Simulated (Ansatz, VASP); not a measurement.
## HgH2: VASP beside Ansatz

File INCAR:

```
SYSTEM = HgH2
PREC = Accurate
ENCUT = 520
EDIFF = 1E-6
ISMEAR = 0
SIGMA = 0.1
LREAL = .FALSE.
LASPH = .TRUE.
NELM = 60
ALGO = Normal
ISIF = 2
LWAVE = .FALSE.
LCHARG = .FALSE.
GGA = PE
NBANDS = 23
```

File KPOINTS:

```
regular mesh
0
G
  6 6 4
  0 0 0
```

Contents of POSCAR:

```
HgH2
1.0
    3.5600760377      0.0000000000      0.0000000000
    0.0000000000      3.5600760377      0.0000000000
    0.0000000000      0.0000000000      5.4319697258
Hg H
2 4
Direct
    0.0000000000      0.5000000000      0.7000000000
    0.5000000000      0.0000000000      0.3000000000
    0.0000000000      0.0000000000      0.0000000000
    0.5000000000      0.5000000000      0.0000000000
    0.0000000000      0.5000000000      0.2700000000
    0.5000000000      0.0000000000      0.7300000000
```

Input for Ansatz:

```yaml
crystal:
  lattice:
    - [3.5600760377, 0.0, 0.0]
    - [0.0, 3.5600760377, 0.0]
    - [0.0, 0.0, 5.4319697258]
  atoms:
    - { symbol: Hg, position: [0.0, 0.5, 0.7] }
    - { symbol: Hg, position: [0.5, 0.0, 0.3] }
    - { symbol: H, position: [0.0, 0.0, 0.0] }
    - { symbol: H, position: [0.5, 0.5, 0.0] }
    - { symbol: H, position: [0.0, 0.5, 0.27] }
    - { symbol: H, position: [0.5, 0.0, 0.73] }
basis:
  ecutwfc: 420
kpoints:
  mp_grid: { grid: [6, 6, 4] }
hamiltonian:
  xc: pbe
scf:
  occupations: { method: gaussian, width: 0.1 }
  lower_state_search: "off"
output:
  forces: true
  stress: true
  eigenvalues: true
```

Alike in both runs: task single point; functional PBE; k mesh 6 × 6 × 4; occupations gaussian, width 0.1 eV; no spin polarisation.

|  | VASP | Ansatz |
| --- | --- | --- |
| version | VASP 6.6.1 | Ansatz 0.2.0 |
| potentials or method | VASP PAW PBE potentials, release 64 (Hg, H), cutoff 520 eV | scalar-relativistic, plane waves, PAW |
| valence electrons in the cell | 28 | 44 |

VASP gave:

```
gap on the k mesh at the Fermi level (eV)                     : none
pressure (GPa)                                                : -4.6
traceless stress, the component that is largest in VASP (GPa) : -4.82
rms of the force components (eV/Å)                            : 0.401
```

Q: What did Ansatz give for the same quantities?

A: gap on the k mesh at the Fermi level (eV): none; pressure (GPa): -4.8; traceless stress, the component that is largest in VASP (GPa): -4.80; rms of the force components (eV/Å): 0.403.

Atom by atom the forces differ by 0.002 eV/Å (rms over components). A gap of «none» marks a metal or a gap that the smearing closes. The functional is the same, so the differences come from potentials, cutoffs and numerics. VASP's potentials hold 28 valence electrons a cell and Ansatz's 44, so a difference there can come from the potentials and not from the codes.

Spin-orbit coupling is off throughout.
